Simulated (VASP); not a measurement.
CaSe:

```
Ca Se
1.0
     0.00000    2.96753    2.82272
     2.96753    0.00000    2.82272
     2.96753    2.96753    0.00000
Ca Se
1 1
Direct
  0.00000 0.00000 0.00000
  0.50000 0.50000 0.50000
```

This cell differs from its parent crystal: uniaxial z strain -4.9%.

Program: VASP 6.6.1. Alike in all runs: task single point; potentials or basis VASP PAW PBE potentials, release 64 (Ca_sv, Se); no spin polarisation; cell as given; cutoff (eV) 520. Hardware: 1 thread of AMD EPYC 7R13, on a shared host.

Order these runs on this cell by their wall time, lowest first.
A. level PBE; k mesh 8 × 8 × 8; smearing fermi-dirac 0.02 eV
B. level PBE; k mesh 4 × 4 × 4; smearing gaussian 0.01 eV
C. level r2SCAN; k mesh 8 × 8 × 8; smearing gaussian 0.01 eV

B (34 s), A (120 s), C (440 s).

Caveats: some runs use coarse meshes.
